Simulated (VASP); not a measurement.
**ZnS: single point with PBE**

Crystal: ZnS.

```
Zn S
1.0
     0.00000    2.64684    2.64684
     2.64684    0.00000    2.64684
     2.64684    2.64684    0.00000
Zn S
1 1
Direct
  0.25000 0.25000 0.25000
  0.00000 0.00000 0.00000
```

| Quantity | Value |
| --- | --- |
| Program | VASP 6.6.1 |
| Task | single point |
| Functional | PBE |
| Potentials or basis | VASP PAW PBE potentials, release 64 (Zn, S) |
| Cutoff | 520 eV |
| k mesh | 6 × 6 × 6 |
| Occupations | fermi-dirac, width 0.02 eV |
| Spin | no spin polarisation |

The pressure is 7.2 GPa. The band gap on the k mesh is 2.39 eV, direct.

Levels at points of the mesh, in eV from the valence-band top:
| k point | band 7 | band 8 | band 9 | band 10 | band 11 | band 12 |
| --- | --- | --- | --- | --- | --- | --- |
| (0.00, 0.00, 0.00) | 0.00 | 0.00 | 0.00 | 2.39 | 6.34 | 6.34 |
| (0.50, 0.00, 0.00) | -5.69 | -0.96 | -0.96 | 3.43 | 6.88 | 6.88 |
| (0.50, 0.50, 0.00) | -4.81 | -2.45 | -2.45 | 3.26 | 4.05 | 11.44 |

Wall time 5.6 s on 1 thread of Intel(R) Xeon(R) 6975P-C (Granite Rapids) (shared host), peak memory 0.15 GiB.
